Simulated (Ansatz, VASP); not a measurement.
## Ag3Os in VASP and in Ansatz

The input INCAR:

```
SYSTEM = Ag3Os
PREC = Accurate ; ENCUT = 520
EDIFF = 1E-6 ; ISMEAR = 0
SIGMA = 0.1 ; LREAL = .FALSE.
LASPH = .TRUE. ; NELM = 150
ALGO = Normal ; ISIF = 2
LWAVE = .FALSE. ; LCHARG = .FALSE.
ISPIN = 2 ; MAGMOM = 0 0 0 1
LORBIT = 11 ; LMAXMIX = 4
GGA = PE ; NBANDS = 32
```

The input KPOINTS:

```
regular mesh
0
G
  6 6 2
  0 0 0
```

POSCAR

```
Ag3Os
1.0
    2.7498398142      0.0000000000      0.0000000000
   -1.3749199071      2.3814311354      0.0000000000
    0.0000000000      0.0000000000     10.6772254981
Ag Os
3 1
Direct
    0.6666666667      0.3333333333      0.2598540660
    0.6666666667      0.3333333333      0.7401459340
    0.3333333333      0.6666666667      0.5000000000
    0.6666666667      0.3333333333      0.0000000000
```

Input for Ansatz:

```yaml
crystal:
  lattice:
    - [2.7498398142, 0.0, 0.0]
    - [-1.3749199071, 2.3814311354, 0.0]
    - [0.0, 0.0, 10.6772254981]
  atoms:
    - { symbol: Ag, position: [0.6666666667, 0.3333333333, 0.259854066] }
    - { symbol: Ag, position: [0.6666666667, 0.3333333333, 0.740145934] }
    - { symbol: Ag, position: [0.3333333333, 0.6666666667, 0.5] }
    - { symbol: Os, position: [0.6666666667, 0.3333333333, 0.0], spin: 1.0 }
basis:
  ecutwfc: 420
kpoints:
  mp_grid: { grid: [6, 6, 2] }
hamiltonian:
  xc: pbe
scf:
  occupations: { method: gaussian, width: 0.1 }
  lower_state_search: "off"
output:
  forces: true
  stress: true
  eigenvalues: true
  populations: true
magnetization:
  spin_polarized: true
```

Alike in both runs: task single point; functional PBE; k mesh 6 × 6 × 2; occupations gaussian, width 0.1 eV; collinear spin.

```csv
,VASP,Ansatz
version,VASP 6.6.1,Ansatz 0.2.0
potentials or method,"VASP PAW PBE potentials, release 64 (Ag, Os), cutoff 520 eV","scalar-relativistic, plane waves, PAW"
valence electrons in the cell,41,73
```

```tsv
	VASP	Ansatz	Ansatz less VASP
gap on the k mesh at the Fermi level (eV)	none	none	-
pressure (GPa)	-0.4	-0.1	+0.28
traceless stress, the component that is largest in VASP (GPa)	-0.81	-0.90	-0.097
rms of the force components (eV/Å)	0.017	0.018	+0.0013
net moment per atom (μB)	0.00	0.00	0.000
```

Atom by atom the forces differ by 0.001 eV/Å (rms over components). A gap of «none» marks a metal or a gap that the smearing closes. The functional is the same, so the differences come from potentials, cutoffs and numerics. VASP's potentials hold 41 valence electrons a cell and Ansatz's 73, so a difference there can come from the potentials and not from the codes. Ansatz's warnings: seeded moment not kept.

The k mesh is coarse, so the values compare programs but aren't converged. Spin-orbit coupling is off throughout.
